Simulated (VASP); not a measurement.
# AlN (d3) (Fm-3m) in VASP: a series of runs

AlN (d3) is run at these levels: PBEsol+D3(BJ); tasks: single point, relaxation of cell and atoms.

Program: VASP 6.6.1. These are calculated values, not measurements. Logs are shortened: lines on timing, memory, paths and dates and some standing lists are left out, and cuts for length are marked.

## (1) The cell of the first run

The structure is cubic, space group Fm-3m (No. 225). The conventional cell has a = 4.095 Å, b = 4.095 Å, c = 4.095 Å, α = 90.00°, β = 90.00°, γ = 90.00°. Within 2.7 Å of Al (site symmetry m-3m) lie 6 N at 2.05 Å. N (site symmetry m-3m) has 6 Al at 2.05 Å within 2.7 Å.

## (2) Single point, PBEsol+D3(BJ) (volume scaled by 1.06)

INCAR reads:

```
PREC     = Accurate       # precision mode
ENCUT    = 600            # plane-wave cutoff, eV
EDIFF    = 1E-6           # SCF threshold, eV
ISMEAR   = 0              # smearing method
SIGMA    = 0.02           # smearing width, eV
LREAL    = F              # projectors in reciprocal space
LASPH    = T              # aspherical terms in the spheres
NELM     = 120            # most SCF steps
ALGO     = Normal         # electronic algorithm
ISIF     = 2              # what is computed and relaxed
LWAVE    = F              # write WAVECAR
LCHARG   = F              # write CHGCAR
GGA      = PS             # functional
IVDW     = 12             # dispersion correction
NBANDS   = 11             # bands
GGA_COMPAT= F
```

KPOINTS reads:

```
regular mesh
0
Gamma
  10 10 10
```

POSCAR reads:

```
AlN
1.0
    0.0000000000      2.0477060933      2.0477060933
    2.0477060933      0.0000000000      2.0477060933
    2.0477060933      2.0477060933      0.0000000000
Al N
1 1
Direct
    0.5000000000      0.5000000000      0.5000000000
    0.0000000000      0.0000000000      0.0000000000
```

Potentials or basis: VASP PAW PBE potentials, release 64 (Al, N).

Launch:

```console
$ cat potpaw_PBE.64/Al/POTCAR potpaw_PBE.64/N/POTCAR > POTCAR
$ mpirun -np 1 vasp_std > vasp.out
```

OUTCAR:

```text
PREC = Accurate
   ENCUT = 600
   EDIFF = 1E-6
   ISMEAR = 0
   LREAL = F
   LASPH = T
   NELM = 120
   ISIF = 2
   GGA = PS
   IVDW = 12
 IVDW          = 12

 ion  position               nearest neighbor table
   1  0.500  0.500  0.500-   2 2.05   2 2.05   2 2.05   2 2.05   2 2.05   2 2.05
   2  0.000  0.000  0.000-   1 2.05   1 2.05   1 2.05   1 2.05   1 2.05   1 2.05

  LATTYP: Found a face centered cubic cell.
 ALAT       =     4.0954121866

  Lattice vectors:

 A1 = (   0.0000000000,   2.0477060933,   2.0477060933)
 A2 = (   2.0477060933,   0.0000000000,   2.0477060933)
 A3 = (   2.0477060933,   2.0477060933,   0.0000000000)

Analysis of symmetry for initial positions (statically):
=====================================================================
 Subroutine PRICEL returns:
 Original cell was already a primitive cell.

 Routine SETGRP: Setting up the symmetry group for a
 face centered cubic supercell.

 Subroutine GETGRP returns: Found 48 space group operations
 (whereof 48 operations were pure point group operations)
 out of a pool of 48 trial point group operations.

The static configuration has the point symmetry O_h .

Analysis of symmetry for dynamics (positions and initial velocities):
=====================================================================
 Subroutine PRICEL returns:
 Original cell was already a primitive cell.

 Routine SETGRP: Setting up the symmetry group for a
 face centered cubic supercell.

 Subroutine GETGRP returns: Found 48 space group operations
 (whereof 48 operations were pure point group operations)
 out of a pool of 48 trial point group operations.

The dynamic configuration has the point symmetry O_h .

 Subroutine INISYM returns: Found 48 space group operations
 (whereof 48 operations are pure point group operations),
 and found     1 'primitive' translations

----------------------------------------------------------------------------------------

                                     Primitive cell

  volume of cell :      17.1725

  direct lattice vectors                    reciprocal lattice vectors
     0.000000000  2.047706093  2.047706093    -0.244175666  0.244175666  0.244175666
     2.047706093  0.000000000  2.047706093     0.244175666 -0.244175666  0.244175666
     2.047706093  2.047706093  0.000000000     0.244175666  0.244175666 -0.244175666

  length of vectors
     2.895893729  2.895893729  2.895893729     0.422924660  0.422924660  0.422924660
[... 87 lines left out ...]
   ISIF   =      2    stress and relaxation
   ISYM   =      2    0-nonsym 1-usesym 2-fastsym
   POTIM  = 0.5000    time-step for ionic-motion
   TEBEG  =    0.0;   TEEND  =   0.0 temperature during run
   PSTRESS=    0.0 pullay stress
   NELECT =       8.0000    total number of electrons
   NUPDOWN=      -1.0000    fix difference up-down
   EMIN   =  10.00;   EMAX   =-10.00  energy-range for DOS
   EFERMI =   0.00;   METHOD = LEGACY
   ISMEAR =     0;   SIGMA  =   0.02  broadening in eV -4-tet -1-fermi 0-gaus
   EFERMI_NEDOS =   21; number of points for ismear=-14 and -15
   IALGO  =     38    algorithm
   IMIX   =      4    mixing-type and parameters
     AMIX     =   0.40;   BMIX     =  1.00
     AMIX_MAG =   1.60;   BMIX_MAG =  1.00
  volume/ion in A,a.u.               =       8.59        57.94
  Fermi-wavevector in a.u.,A,eV,Ry     =   1.269094  2.398240 21.913546  1.610600
  Thomas-Fermi vector in A             =   2.402154
   LORBIT       =      0    0 simple, 1 ext, 2 COOP (PROOUT), +10 PAW based schemes
   GGA     = PS    functional components
   LHFCALC =     F    Hartree Fock is set to
   AEXX    =    0.0000 exact exchange contribution
   IVDW    =    12    specifies the selected vdW correction
   LEPSILON=     F    determine dielectric tensor
   LRPA    =     F    only Hartree local field effects (RPA)
 non-spin polarized calculation
 Gauss-broadening in eV      SIGMA  =   0.02
  energy-cutoff  :      600.00
  volume of cell :       17.17
 maximum number of plane-waves:       589
   NGX = 11   NGY = 11   NGZ = 11

 number of electron       8.0000000 magnetization

 Free energy of the ion-electron system (eV)
  ---------------------------------------------------
  ext. energy  EPLUGINS =         0.00000000
  ---------------------------------------------------
  free energy    TOTEN  =       -15.43273104 eV

  energy without entropy =      -15.43273104  energy(sigma->0) =      -15.43273104

 E-fermi :   9.4907     XC(G=0): -12.2727

 val. band max:        9.3959232012   @ k =   0.0000   0.0000   0.0000
 cond. band min:      13.5905382080   @ k =   0.5000   0.5000   0.0000
 fundamental gap:      4.1946150068
 Fermi energy:         9.4907102692

 k-point     1 :       0.0000    0.0000    0.0000
  band No.  band energies     occupation
      1      -7.8097      2.00000
      2       9.3959      2.00000
      3       9.3959      2.00000
      4       9.3959      2.00000
      5      14.5243      0.00000
      6      21.2999      0.00000
      7      21.2999      0.00000
      8      21.2999      0.00000
      9      26.2753      0.00000
     10      26.8042      0.00000
     11      26.8042      0.00000
[... 309 lines left out ...]
 k-point    24 :       0.4000    0.3000    0.0000
  band No.  band energies     occupation
      1      -4.8948      2.00000
      2       3.6650      2.00000
      3       6.6725      2.00000
      4       7.1792      2.00000
      5      15.1871      0.00000
      6      16.0997      0.00000
      7      21.1012      0.00000
      8      24.4391      0.00000
      9      25.1536      0.00000
     10      30.7038      0.00000
     11      33.4727      0.00000

 [... further k-points ...]

------------------------ aborting loop because EDIFF is reached ----------------------------------------

 Edisp (eV)   -0.55151

 E8    (eV) :    -0.3402

  FORCE on cell =-STRESS in cart. coord.  units (eV):
  Direction    XX          YY          ZZ          XY          YZ          ZX
  --------------------------------------------------------------------------------------
  -------------------------------------------------------------------------------------
  Total      -1.55347    -1.55347    -1.55347     0.00000     0.00000    -0.00000
  in kB    -144.93766  -144.93766  -144.93766     0.00000     0.00000    -0.00000
  external pressure =     -144.94 kB  Pullay stress =        0.00 kB

 VOLUME and BASIS-vectors are now :
 -----------------------------------------------------------------------------
  energy-cutoff  :      600.00
  volume of cell :       17.17
      direct lattice vectors                 reciprocal lattice vectors
     0.000000000  2.047706093  2.047706093    -0.244175666  0.244175666  0.244175666
     2.047706093  0.000000000  2.047706093     0.244175666 -0.244175666  0.244175666
     2.047706093  2.047706093  0.000000000     0.244175666  0.244175666 -0.244175666

 POSITION                                       TOTAL-FORCE (eV/Angst)
 -----------------------------------------------------------------------------------
      2.04771      2.04771      2.04771         0.000000      0.000000      0.000000
      0.00000      0.00000      0.00000         0.000000      0.000000     -0.000000
 -----------------------------------------------------------------------------------
    total drift:                                0.000000     -0.000000     -0.000000

  FREE ENERGIE OF THE ION-ELECTRON SYSTEM (eV)
  ---------------------------------------------------
  free  energy   TOTEN  =       -15.9842364219 eV

  energy  without entropy=      -15.9842364219  energy(sigma->0) =      -15.98423642
```

OSZICAR:

```text
N       E                     dE             d eps       ncg     rms          rms(c)
DAV:   1     0.825056579285E+01    0.82506E+01   -0.45146E+03  1034   0.754E+02
DAV:   2    -0.162786356418E+02   -0.24529E+02   -0.23699E+02  1298   0.141E+02
DAV:   3    -0.170110125921E+02   -0.73238E+00   -0.73106E+00  1249   0.210E+01
DAV:   4    -0.170134497242E+02   -0.24371E-02   -0.24369E-02  1178   0.133E+00
DAV:   5    -0.170134685811E+02   -0.18857E-04   -0.18857E-04  1208   0.124E-01    0.712E+00
DAV:   6    -0.154699065034E+02    0.15436E+01   -0.68840E+00  1193   0.142E+01    0.261E+00
DAV:   7    -0.154467993203E+02    0.23107E-01   -0.14440E-01  1160   0.281E+00    0.170E+00
DAV:   8    -0.154330417492E+02    0.13758E-01   -0.15050E-02  1088   0.118E+00    0.335E-01
DAV:   9    -0.154327098624E+02    0.33189E-03   -0.14443E-03  1190   0.237E-01    0.151E-01
DAV:  10    -0.154327347342E+02   -0.24872E-04   -0.77593E-05  1165   0.644E-02    0.343E-02
DAV:  11    -0.154327312833E+02    0.34508E-05   -0.86009E-06  1145   0.179E-02    0.642E-03
DAV:  12    -0.154327310372E+02    0.24617E-06   -0.30756E-07   595   0.489E-03
   1 F= -.15984236E+02 E0= -.15984236E+02  d E =-.595107E-14
```

stdout:

```text
POSCAR found type information on POSCAR AlN
 POSCAR found :  2 types and       2 ions
 scaLAPACK will be used
 -----------------------------------------------------------------------------
|                                                                             |
|                                                                             |
|     You enforced a specific xc type in the INCAR file but a different       |
|     I HOPE YOU KNOW WHAT YOU ARE DOING!                                     |
|                                                                             |
 -----------------------------------------------------------------------------

 LDA part: xc-table for (Slater+PW92), standard interpolation
 POSCAR, INCAR and KPOINTS ok, starting setup
 FFT: planning ... GRIDC
 FFT: planning ... GRID_SOFT
 FFT: planning ... GRID
 WAVECAR not read
 entering main loop
```

Wall time 6.1 s (1 thread of Intel Xeon 6975P-C, shared host); peak memory 0.15 GiB.

Results:

```yaml
Free_energy: -15.9842 eV
Pressure: -14.5 GPa
Band_gap_on_the_k_mesh: 4.19 eV, indirect (least direct gap 5.13 eV)
Dispersion_energy_per_atom: -0.276 eV
```

Caveat: the PAW data sets were made with another functional, which shifts forces and pressure a little.

## (3) Single point, PBEsol+D3(BJ) (volume scaled by 1.09)

INCAR reads:

```
PREC     = Accurate       # precision mode
ENCUT    = 600            # plane-wave cutoff, eV
EDIFF    = 1E-6           # SCF threshold, eV
ISMEAR   = 0              # smearing method
SIGMA    = 0.02           # smearing width, eV
LREAL    = False          # projectors in reciprocal space
LASPH    = True           # aspherical terms in the spheres
NELM     = 120            # most SCF steps
ALGO     = Normal         # electronic algorithm
ISIF     = 2              # what is computed and relaxed
LWAVE    = False          # write WAVECAR
LCHARG   = False          # write CHGCAR
GGA      = PS             # functional
IVDW     = 12             # dispersion correction
NBANDS   = 11             # bands
GGA_COMPAT= False
```

KPOINTS is that of step 2.

POSCAR reads:

```
AlN
1.0
    0.0000000000      2.0668446427      2.0668446427
    2.0668446427      0.0000000000      2.0668446427
    2.0668446427      2.0668446427      0.0000000000
Al N
1 1
Direct
    0.5000000000      0.5000000000      0.5000000000
    0.0000000000      0.0000000000      0.0000000000
```

Potentials or basis: VASP PAW PBE potentials, release 64 (Al, N).

Launch:

```console
$ cat potpaw_PBE.64/Al/POTCAR potpaw_PBE.64/N/POTCAR > POTCAR
$ mpirun -np 1 vasp_std > vasp.out
```

OUTCAR:

```text
PREC = Accurate
   ENCUT = 600
   EDIFF = 1E-6
   ISMEAR = 0
   LREAL = False
   LASPH = True
   NELM = 120
   ISIF = 2
   GGA = PS
   IVDW = 12
 IVDW          = 12

 ion  position               nearest neighbor table
   1  0.500  0.500  0.500-   2 2.07   2 2.07   2 2.07   2 2.07   2 2.07   2 2.07
   2  0.000  0.000  0.000-   1 2.07   1 2.07   1 2.07   1 2.07   1 2.07   1 2.07

  LATTYP: Found a face centered cubic cell.
 ALAT       =     4.1336892854

  Lattice vectors:

 A1 = (   0.0000000000,   2.0668446427,   2.0668446427)
 A2 = (   2.0668446427,   0.0000000000,   2.0668446427)
 A3 = (   2.0668446427,   2.0668446427,   0.0000000000)

Analysis of symmetry for initial positions (statically):
=====================================================================
 Subroutine PRICEL returns:
 Original cell was already a primitive cell.

 Routine SETGRP: Setting up the symmetry group for a
 face centered cubic supercell.

 Subroutine GETGRP returns: Found 48 space group operations
 (whereof 48 operations were pure point group operations)
 out of a pool of 48 trial point group operations.

The static configuration has the point symmetry O_h .

Analysis of symmetry for dynamics (positions and initial velocities):
=====================================================================
 Subroutine PRICEL returns:
 Original cell was already a primitive cell.

 Routine SETGRP: Setting up the symmetry group for a
 face centered cubic supercell.

 Subroutine GETGRP returns: Found 48 space group operations
 (whereof 48 operations were pure point group operations)
 out of a pool of 48 trial point group operations.

The dynamic configuration has the point symmetry O_h .

 Subroutine INISYM returns: Found 48 space group operations
 (whereof 48 operations are pure point group operations),
 and found     1 'primitive' translations

----------------------------------------------------------------------------------------

                                     Primitive cell

  volume of cell :      17.6585

[... 117 lines left out ...]
   LEPSILON=     F    determine dielectric tensor
   LRPA    =     F    only Hartree local field effects (RPA)
 non-spin polarized calculation
 Gauss-broadening in eV      SIGMA  =   0.02
  energy-cutoff  :      600.00
  volume of cell :       17.66
 maximum number of plane-waves:       609
   NGX = 11   NGY = 11   NGZ = 11

 number of electron       8.0000002 magnetization

 Free energy of the ion-electron system (eV)
  ---------------------------------------------------
  ext. energy  EPLUGINS =         0.00000000
  ---------------------------------------------------
  free energy    TOTEN  =       -15.39620541 eV

  energy without entropy =      -15.39620541  energy(sigma->0) =      -15.39620541

 E-fermi :   9.1926     XC(G=0): -12.1436

 val. band max:        9.0490416571   @ k =   0.0000   0.0000   0.0000
 cond. band min:      12.9902818874   @ k =   0.5000   0.5000   0.0000
 fundamental gap:      3.9412402302
 Fermi energy:         9.1926225525

 k-point     1 :       0.0000    0.0000    0.0000
  band No.  band energies     occupation
      1      -7.9123      2.00000
      2       9.0490      2.00000
      3       9.0490      2.00000
      4       9.0490      2.00000
      5      13.7974      0.00000
      6      20.8640      0.00000
      7      20.8640      0.00000
      8      20.8640      0.00000
      9      25.7658      0.00000
     10      26.2566      0.00000
     11      26.2566      0.00000
[... 309 lines left out ...]
 k-point    24 :       0.4000    0.3000    0.0000
  band No.  band energies     occupation
      1      -5.0887      2.00000
      2       3.4269      2.00000
      3       6.3998      2.00000
      4       6.8932      2.00000
      5      14.6144      0.00000
      6      15.7150      0.00000
      7      20.4493      0.00000
      8      23.7544      0.00000
      9      24.4370      0.00000
     10      30.0572      0.00000
     11      32.7205      0.00000

 [... further k-points ...]

------------------------ aborting loop because EDIFF is reached ----------------------------------------

 Edisp (eV)   -0.53613

 E8    (eV) :    -0.3307

  FORCE on cell =-STRESS in cart. coord.  units (eV):
  Direction    XX          YY          ZZ          XY          YZ          ZX
  --------------------------------------------------------------------------------------
  -------------------------------------------------------------------------------------
  Total      -2.22350    -2.22350    -2.22350    -0.00000    -0.00000    -0.00000
  in kB    -201.74134  -201.74134  -201.74134    -0.00000    -0.00000    -0.00000
  external pressure =     -201.74 kB  Pullay stress =        0.00 kB

 VOLUME and BASIS-vectors are now :
 -----------------------------------------------------------------------------
  energy-cutoff  :      600.00
  volume of cell :       17.66
      direct lattice vectors                 reciprocal lattice vectors
     0.000000000  2.066844643  2.066844643    -0.241914651  0.241914651  0.241914651
     2.066844643  0.000000000  2.066844643     0.241914651 -0.241914651  0.241914651
     2.066844643  2.066844643  0.000000000     0.241914651  0.241914651 -0.241914651

 POSITION                                       TOTAL-FORCE (eV/Angst)
 -----------------------------------------------------------------------------------
      2.06684      2.06684      2.06684         0.000000      0.000000      0.000000
      0.00000      0.00000      0.00000        -0.000000     -0.000000     -0.000000
 -----------------------------------------------------------------------------------
    total drift:                                0.000000     -0.000000     -0.000000

  FREE ENERGIE OF THE ION-ELECTRON SYSTEM (eV)
  ---------------------------------------------------
  free  energy   TOTEN  =       -15.9323366491 eV

  energy  without entropy=      -15.9323366491  energy(sigma->0) =      -15.93233665
```

stdout:

```text
POSCAR found type information on POSCAR AlN
 POSCAR found :  2 types and       2 ions
 scaLAPACK will be used
 -----------------------------------------------------------------------------
|                                                                             |
|                                                                             |
|     You enforced a specific xc type in the INCAR file but a different       |
|     I HOPE YOU KNOW WHAT YOU ARE DOING!                                     |
|                                                                             |
 -----------------------------------------------------------------------------

 LDA part: xc-table for (Slater+PW92), standard interpolation
 POSCAR, INCAR and KPOINTS ok, starting setup
 FFT: planning ... GRIDC
 FFT: planning ... GRID_SOFT
 FFT: planning ... GRID
 WAVECAR not read
 entering main loop
```

It took 5.4 s on 1 thread of Intel Xeon 6975P-C, shared host; peak memory 0.15 GiB.

Results:

```yaml
Free_energy: -15.9323 eV
Pressure: -20.2 GPa
Band_gap_on_the_k_mesh: 3.94 eV, indirect (least direct gap 4.75 eV)
Dispersion_energy_per_atom: -0.268 eV
```

Caveat: the PAW data sets were made with another functional, which shifts forces and pressure a little. A k mesh can miss the band edges.

(Part 1 of 2 ends here.)
